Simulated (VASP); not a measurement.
PbO (Litharge):

```
Pb O
1.0
     3.99000    0.00000    0.00000
     0.00000    3.99000    0.00000
     0.00000    0.00000    5.01000
Pb O
2 2
Direct
  0.00000 0.50000 0.24000
  0.50000 0.00000 0.76000
  0.00000 0.00000 0.00000
  0.50000 0.50000 0.00000
```

- Program: VASP 6.6.1
- Task: relaxation of cell and atoms
- Functional: LDA
- Potentials or basis: VASP PAW LDA potentials, release 64 (Pb_d, O)
- Cutoff: 600 eV
- k mesh: 4 × 4 × 3
- Occupations: gaussian, width 0.01 eV
- Spin: no spin polarisation

At the start: pressure -3.5 GPa; volume 19.94 Å³/atom.

Question: How do energy, volume and symmetry change on relaxing?

Answer: Over 10 steps the energy falls by 9.2 meV/atom and the volume is 18.98 Å³/atom (-4.8 %); space group P4/nmm (No. 129, to 0.05 Å).

The path:
```csv
step,energy change (eV),largest force (eV/Å),pressure (GPa),volume (Å³)
1,0.0000,0.5430,-3.45,79.76
2,0.0039,0.7978,3.82,74.90
3,-0.0343,0.0776,-0.17,77.33
4,-0.0343,0.0922,-0.13,77.28
5,-0.0349,0.0639,-0.07,77.07
6,-0.0355,0.0188,0.00,76.67
7,-0.0355,0.0087,0.01,76.59
8,-0.0360,0.0027,-0.03,76.49
9,-0.0367,0.0362,-0.20,76.19
10,-0.0369,0.0241,0.10,75.91
```

Final structure:
```xyz
4
Lattice="3.9433 0.0000 0.0000 0.0000 3.9433 0.0000 0.0000 0.0000 4.8815" Properties=species:S:1:pos:R:3 pbc="T T T"
Pb    0.0000    1.9717    1.1807
Pb    1.9717    0.0000    3.7007
O     0.0000    0.0000    0.0000
O     1.9717    1.9717    0.0000
```
